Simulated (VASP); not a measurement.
# Ta: relaxation of cell and atoms with PBE

Ta:

```xyz
2
Lattice="-2.1681 2.1681 1.1868 2.1681 -2.1681 1.1868 2.1681 2.1681 -1.1868" Properties=species:S:1:pos:R:3 pbc="T T T"
Ta    0.0000   -1.0841   -0.2967
Ta    0.0000    1.0841    0.2967
```

```json
{
  "Program": "VASP 6.6.1",
  "Task": "relaxation of cell and atoms",
  "Functional": "PBE",
  "Potentials or basis": "VASP PAW PBE potentials, release 64 (Ta_pv)",
  "Cutoff": "600 eV",
  "k mesh": "18 × 18 × 18",
  "Occupations": "fermi-dirac, width 0.05 eV",
  "Spin": "no spin polarisation",
  "Target pressure": "270 GPa",
  "Dipole correction": "no",
  "Further INCAR settings": "ALGO = Normal; EDIFF = 1e-06; IBRION = 2; EDIFFG = -0.005; NSW = 32; ISIF = 3"
}
```

| Item | Value |
| --- | --- |
| Relaxed volume | 11.22 Å³/atom |
| Relaxed cell | a = 3.294 Å, b = 3.294 Å, c = 3.294 Å, α = 97.48°, β = 97.48°, γ = 137.70° |
| Space group after relaxing (to 0.05 Å) | I4_1/amd (No. 141) |
| Energy change on relaxing (the enthalpy is what falls) | -105.4 meV/atom |
| Ionic steps | 13 |
| Pressure after relaxing | 270.0 GPa |
| Band gap on the k mesh | zero (band 11 reaches 12.45 eV, above the bottom of band 12 at 9.32 eV) |

The path:
| step | energy change (eV) | largest force (eV/Å) | pressure (GPa) | volume (Å³) |
| --- | --- | --- | --- | --- |
| 1 | 0.0000 | 0.0000 | 275.83 | 22.32 |
| 2 | -2.0561 | 0.0000 | 219.52 | 23.65 |
| 3 | -0.2181 | 0.0000 | 269.82 | 22.44 |
| 4 | -0.2117 | 0.0000 | 269.98 | 22.44 |
| 5 | -0.2075 | 0.0000 | 270.10 | 22.44 |
| 6 | -0.2071 | 0.0000 | 270.12 | 22.44 |
| 7 | -0.2074 | 0.0000 | 270.11 | 22.44 |
| 8 | -0.2074 | 0.0000 | 270.11 | 22.44 |
| 9 | -0.2073 | 0.0000 | 270.11 | 22.44 |
| 10 | -0.2074 | 0.0000 | 270.11 | 22.44 |
| 11 | -0.2074 | 0.0000 | 270.11 | 22.44 |
| 12 | -0.2385 | 0.0000 | 269.32 | 22.46 |
| 13 | -0.2108 | 0.0000 | 269.96 | 22.44 |

Final structure:
```
Ta
1.0
    -2.17254    2.17254    1.18856
     2.17254   -2.17254    1.18856
     2.17254    2.17254   -1.18856
Ta
2
Direct
  0.62500 0.87500 0.75000
  0.37500 0.12500 0.25000
```

Levels at points of the mesh, in eV from the Fermi level:
```
           k point  band 7  band 8  band 9  band 10  band 11  band 12  band 13  band 14  band 15
(0.00, 0.00, 0.00)   -9.86   -9.68   -5.31    -4.50    -3.13     3.35     3.35     3.88     3.88
(0.50, 0.00, 0.00)   -7.76   -7.23   -4.71    -2.23    -0.32     1.49     3.10     3.57     8.15
(0.50, 0.50, 0.00)   -6.19   -6.19   -3.51    -3.51     0.30     0.30     2.96     2.96     6.74
(0.50, 0.50, 0.50)   -6.12   -6.12   -2.49    -2.49     1.48     1.48     2.93     2.93     5.65
```

Wall time 6 min on 1 thread of Intel(R) Xeon(R) 6975P-C (Granite Rapids) (shared host), peak memory 0.32 GiB.

Caveat: the cell is relaxed towards a set pressure, so the enthalpy falls and the energy may rise; spin-orbit coupling is left out, which moves the levels of the heavy elements.
